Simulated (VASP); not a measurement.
# CoSi6 (Pm-3m) in VASP: single point with PBE

Aim: the single point of CoSi6 with PBE.

Program: VASP 6.6.1. These are calculated values, not measurements. Logs are shortened: lines on timing, memory, paths and dates and some standing lists are left out, and cuts for length are marked.

### 1 The cell of the first run

The structure is cubic, space group Pm-3m (No. 221). Conventional cell: a = 4.538 Å, b = 4.538 Å, c = 4.538 Å, α = 90.00°, β = 90.00°, γ = 90.00°. Co (site symmetry m-3m) has 24 Si at 3.34 Å within 4.4 Å. Si (site symmetry 4mm) has 5 Si at 1.88 Å within 2.5 Å.

### 2 Single point, PBE, collinear spin, ferromagnetic start

The input, INCAR:

```
SYSTEM = CoSi6
  PREC = Accurate
  ENCUT = 520
  EDIFF = 1E-7
  ISMEAR = 0
  SIGMA = 0.1
  LREAL = .False.
  LASPH = .True.
  NELM = 150
  ALGO = Normal
  ISIF = 2
  LWAVE = .False.
  LCHARG = .True.
  ISPIN = 2
  MAGMOM = 3 0 0 0 0 0 0
  LORBIT = 11
  LMAXMIX = 4
  GGA = PE
  LELF = .True.
  LVHAR = .True.
  NBANDS = 30
```

The input, KPOINTS:

```
Automatic mesh
0
Gamma
  4 4 4
  0 0 0
```

The input, POSCAR:

```
CoSi6
1.0
    4.5383851400      0.0000000000      0.0000000000
    0.0000000000      4.5383851400      0.0000000000
    0.0000000000      0.0000000000      4.5383851400
Co Si
1 6
Direct
    0.0000000000      0.0000000000      0.0000000000
    0.5000000000      0.5000000000      0.2070000000
    0.5000000000      0.5000000000      0.7930000000
    0.2070000000      0.5000000000      0.5000000000
    0.7930000000      0.5000000000      0.5000000000
    0.5000000000      0.2070000000      0.5000000000
    0.5000000000      0.7930000000      0.5000000000
```

Potentials or basis: VASP PAW PBE potentials, release 64 (Co, Si).

Run with:

```
cat potpaw_PBE.64/Co/POTCAR potpaw_PBE.64/Si/POTCAR > POTCAR
mpirun -np 1 vasp_std > vasp.out
```

OUTCAR:

```text
SYSTEM = CoSi6
   PREC = Accurate
   ENCUT = 520
   EDIFF = 1E-7
   ISMEAR = 0
   LREAL = .False.
   LASPH = .True.
   NELM = 150
   ISIF = 2
   ISPIN = 2
   LORBIT = 11
   GGA = PE

 ion  position               nearest neighbor table
   1  0.000  0.000  0.000-
   2  0.500  0.500  0.207-   3 1.88   4 1.88   5 1.88   6 1.88   7 1.88   3 2.66
   3  0.500  0.500  0.793-   2 1.88   4 1.88   5 1.88   6 1.88   7 1.88   2 2.66
   4  0.207  0.500  0.500-   5 1.88   3 1.88   2 1.88   6 1.88   7 1.88   5 2.66
   5  0.793  0.500  0.500-   4 1.88   3 1.88   2 1.88   6 1.88   7 1.88   4 2.66
   6  0.500  0.207  0.500-   7 1.88   3 1.88   4 1.88   5 1.88   2 1.88   7 2.66
   7  0.500  0.793  0.500-   6 1.88   3 1.88   4 1.88   5 1.88   2 1.88   6 2.66

  LATTYP: Found a simple cubic cell.
 ALAT       =     4.5383851400

  Lattice vectors:

 A1 = (   4.5383851400,   0.0000000000,   0.0000000000)
 A2 = (   0.0000000000,   4.5383851400,   0.0000000000)
 A3 = (   0.0000000000,   0.0000000000,   4.5383851400)

Analysis of symmetry for initial positions (statically):
=====================================================================
 Subroutine PRICEL returns:
 Original cell was already a primitive cell.

 Routine SETGRP: Setting up the symmetry group for a
 simple cubic supercell.

 Subroutine GETGRP returns: Found 48 space group operations
 (whereof 48 operations were pure point group operations)
 out of a pool of 48 trial point group operations.

The static configuration has the point symmetry O_h .

Analysis of symmetry for dynamics (positions and initial velocities):
=====================================================================
 Subroutine PRICEL returns:
 Original cell was already a primitive cell.

 Routine SETGRP: Setting up the symmetry group for a
 simple cubic supercell.

 Subroutine GETGRP returns: Found 48 space group operations
 (whereof 48 operations were pure point group operations)
 out of a pool of 48 trial point group operations.

The dynamic configuration has the point symmetry O_h .

Analysis of structural, dynamic, and magnetic symmetry:
=====================================================================
 Subroutine PRICEL returns:
 Original cell was already a primitive cell.

 Routine SETGRP: Setting up the symmetry group for a
 simple cubic supercell.

 Subroutine GETGRP returns: Found 48 space group operations
 (whereof 48 operations were pure point group operations)
 out of a pool of 48 trial point group operations.

The overall configuration has the point symmetry O_h .

 Subroutine INISYM returns: Found 48 space group operations
 (whereof 48 operations are pure point group operations),
 and found     1 'primitive' translations

----------------------------------------------------------------------------------------

                                     Primitive cell

  volume of cell :      93.4768

  direct lattice vectors                    reciprocal lattice vectors
     4.538385140  0.000000000  0.000000000     0.220342692  0.000000000  0.000000000
     0.000000000  4.538385140  0.000000000     0.000000000  0.220342692  0.000000000
     0.000000000  0.000000000  4.538385140     0.000000000  0.000000000  0.220342692

  length of vectors
     4.538385140  4.538385140  4.538385140     0.220342692  0.220342692  0.220342692

  position of ions in fractional coordinates (direct lattice)
     0.000000000  0.000000000  0.000000000
     0.500000000  0.500000000  0.207000000
     0.500000000  0.500000000  0.793000000
     0.207000000  0.500000000  0.500000000
     0.793000000  0.500000000  0.500000000
     0.500000000  0.207000000  0.500000000
     0.500000000  0.793000000  0.500000000

  ion indices of the primitive-cell ions
   primitive index   ion index
                 1           1
                 2           2
                 3           3
                 4           4
                 5           5
                 6           6
[... 36 lines left out ...]
  0.250000  0.250000  0.250000      8.000000
  0.500000  0.250000  0.250000     12.000000
  0.500000  0.500000  0.250000      6.000000
  0.500000  0.500000  0.500000      1.000000
   k-points           NKPTS =     10   k-points in BZ     NKDIM =     10   number of bands    NBANDS=     30
   number of dos      NEDOS =    301   number of ions     NIONS =      7
   total plane-waves  NPLWV =  46656
   dimension x,y,z NGX =    36 NGY =   36 NGZ =   36
   dimension x,y,z NGXF=    72 NGYF=   72 NGZF=   72
   ions per type =               1   6
   NGX,Y,Z   is equivalent  to a cutoff of  13.19, 13.19, 13.19 a.u.
   NGXF,Y,Z  is equivalent  to a cutoff of  26.37, 26.37, 26.37 a.u.
 SYSTEM =  CoSi6
   PREC   = accura    normal or accurate (medium, high low for compatibility)
   ISTART =      0    job   : 0-new  1-cont  2-samecut
   ICHARG =      2    charge: 1-file 2-atom 10-const
   ISPIN  =      2    spin polarized calculation?
   LNONCOLLINEAR =      F non collinear calculations
   LSORBIT =      F    spin-orbit coupling
   LASPH  =      T    aspherical Exc in radial PAW
   ENCUT  =  520.0 eV  38.22 Ry    6.18 a.u.   8.44  8.44  8.44*2*pi/ulx,y,z
   NELM   =    150;   NELMIN=  2; NELMDL= -5     # of ELM steps
   EDIFF  = 0.1E-06   stopping-criterion for ELM
   LREAL  =      F    real-space projection
   EDIFFG = 0.1E-05   stopping-criterion for IOM
   NSW    =      0    number of steps for IOM
   IBRION =     -1    ionic relax: 0-MD 1-quasi-New 2-CG
   NFREE  =      0    steps in history (QN), initial steepest desc. (CG)
   ISIF   =      2    stress and relaxation
   ISYM   =      2    0-nonsym 1-usesym 2-fastsym
   POTIM  = 0.5000    time-step for ionic-motion
   TEBEG  =    0.0;   TEEND  =   0.0 temperature during run
   PSTRESS=    0.0 pullay stress
   NELECT =      33.0000    total number of electrons
   NUPDOWN=      -1.0000    fix difference up-down
   EMIN   =  10.00;   EMAX   =-10.00  energy-range for DOS
   EFERMI =   0.00;   METHOD = LEGACY
   ISMEAR =     0;   SIGMA  =   0.10  broadening in eV -4-tet -1-fermi 0-gaus
   EFERMI_NEDOS =   21; number of points for ismear=-14 and -15
   IALGO  =     38    algorithm
   IMIX   =      4    mixing-type and parameters
     AMIX     =   0.40;   BMIX     =  1.00
     AMIX_MAG =   1.60;   BMIX_MAG =  1.00
  volume/ion in A,a.u.               =      13.35        90.12
  Fermi-wavevector in a.u.,A,eV,Ry     =   1.157030  2.186471 18.214385  1.338720
  Thomas-Fermi vector in A             =   2.293645
   LORBIT       =     11    0 simple, 1 ext, 2 COOP (PROOUT), +10 PAW based schemes
   GGA     = PE    functional components
   LHFCALC =     F    Hartree Fock is set to
   AEXX    =    0.0000 exact exchange contribution
   IVDW    =     0    specifies the selected vdW correction
   LEPSILON=     F    determine dielectric tensor
   LRPA    =     F    only Hartree local field effects (RPA)
 spin polarized calculation
 Gauss-broadening in eV      SIGMA  =   0.10
  energy-cutoff  :      520.00
  volume of cell :       93.48
 maximum number of plane-waves:      2542
 NGX is ok and might be reduce to    36
   NGX = 17   NGY = 17   NGZ = 17

 number of electron      32.9999998 magnetization      -0.0001292

 number of electron      32.9999998 magnetization       0.0000099

 Free energy of the ion-electron system (eV)
  ---------------------------------------------------
  ext. energy  EPLUGINS =         0.00000000
  ---------------------------------------------------
  free energy    TOTEN  =        -4.26619915 eV

  energy without entropy =       -4.24440951  energy(sigma->0) =       -4.25530433

 E-fermi :  10.0023     XC(G=0): -10.9484

 val. band max:        9.9099620626   @ k =   0.2500   0.2500   0.2500
 cond. band min:      10.0111384547   @ k =   0.5000   0.2500   0.2500
 fundamental gap:      0.1011763920
 Fermi energy:        10.0022824013

 spin component 1

 k-point     1 :       0.0000    0.0000    0.0000
  band No.  band energies     occupation
      1      -9.2140      1.00000
      2      -0.6221      1.00000
      3      -0.6221      1.00000
      4      -0.6221      1.00000
      5       0.2230      1.00000
      6       1.3252      1.00000
[... 299 lines left out ...]
     27      14.1375      0.00000
     28      14.1375      0.00000
 Fermi energy:        10.0022824013

 spin component 2

 k-point     1 :       0.0000    0.0000    0.0000
  band No.  band energies     occupation
      1      -9.2140      1.00000
      2      -0.6221      1.00000
      3      -0.6221      1.00000
      4      -0.6221      1.00000
      5       0.2230      1.00000
      6       1.3252      1.00000
[... 299 lines left out ...]
     27      14.1375      0.00000
     28      14.1375      0.00000
 [bands above 28 left out]

------------------------ aborting loop because EDIFF is reached ----------------------------------------

  FORCE on cell =-STRESS in cart. coord.  units (eV):
  Direction    XX          YY          ZZ          XY          YZ          ZX
  --------------------------------------------------------------------------------------
  -------------------------------------------------------------------------------------
  Total       86.1596864     86.1596864     86.1596864     -0.0000000      0.0000000     -0.0000000
  in kB     1476.7624687   1476.7624687   1476.7624687     -0.0000000      0.0000000     -0.0000000
  external PRESSURE =    1476.7624687 kB  Pullay stress =       0.0000000 kB

 VOLUME and BASIS-vectors are now :
 -----------------------------------------------------------------------------
  energy-cutoff  :      520.00
  volume of cell :       93.48
      direct lattice vectors                 reciprocal lattice vectors
     4.538385140  0.000000000  0.000000000     0.220342692  0.000000000  0.000000000
     0.000000000  4.538385140  0.000000000     0.000000000  0.220342692  0.000000000
     0.000000000  0.000000000  4.538385140     0.000000000  0.000000000  0.220342692

 POSITION                                       TOTAL-FORCE (eV/Angst)
 -----------------------------------------------------------------------------------
      0.00000      0.00000      0.00000         0.000000      0.000000     -0.000000
      2.26919      2.26919      0.93945         0.000000     -0.000000    -15.468629
      2.26919      2.26919      3.59894         0.000000      0.000000     15.468629
      0.93945      2.26919      2.26919       -15.468629     -0.000000      0.000000
      3.59894      2.26919      2.26919        15.468629      0.000000     -0.000000
      2.26919      0.93945      2.26919         0.000000    -15.468629     -0.000000
      2.26919      3.59894      2.26919         0.000000     15.468629      0.000000
 -----------------------------------------------------------------------------------
    total drift:                                0.000000      0.000000      0.000000

  FREE ENERGIE OF THE ION-ELECTRON SYSTEM (eV)
  ---------------------------------------------------
  free  energy   TOTEN  =        -4.2661991524 eV

  energy  without entropy=       -4.2444095118  energy(sigma->0) =       -4.25530433

 total charge

# of ion       s       p       d       tot
------------------------------------------
    1        0.347   0.084   7.352   7.783
    2        0.903   1.477   0.000   2.381
    3        0.903   1.477   0.000   2.381
    4        0.903   1.477   0.000   2.381
    5        0.903   1.477   0.000   2.381
    6        0.903   1.477   0.000   2.381
    7        0.903   1.477   0.000   2.381
--------------------------------------------------
tot          5.766   8.949   7.352  22.067

 magnetization (x)

# of ion       s       p       d       tot
------------------------------------------
    1       -0.000  -0.000   0.000   0.000
    2        0.000  -0.000   0.000  -0.000
    3        0.000  -0.000   0.000  -0.000
    4        0.000  -0.000   0.000  -0.000
    5        0.000  -0.000   0.000  -0.000
    6        0.000  -0.000   0.000  -0.000
    7        0.000  -0.000   0.000  -0.000
--------------------------------------------------
tot         -0.000  -0.000   0.000   0.000
```

Run time: 1.8 min. Hardware: 1 thread of Intel Xeon Platinum 8259CL at 2.50GHz (Skylake/Cascade Lake), shared host; peak memory 0.25 GiB.

What came out:

```yaml
Free_energy: -4.2662 eV
Pressure: 147.7 GPa
Largest_force: 15.469 eV/Å
Net_moment: 0.00 μB per cell
Valence_electrons_inside_the_program's_atomic_spheres: Co 7.78; Si 2.38
```

Forces in eV/Å, atoms in the order of the input:
```
Co    0.000   0.000   0.000
Si    0.000   0.000 -15.469
Si    0.000   0.000  15.469
Si  -15.469   0.000   0.000
Si   15.469   0.000   0.000
Si    0.000 -15.469   0.000
Si    0.000  15.469   0.000
```

Caveat: the starting moments collapsed, and a magnetic state may lie lower; forces of over 1 eV/Å act on the atoms, so gaps and moduli don't describe the material at rest.
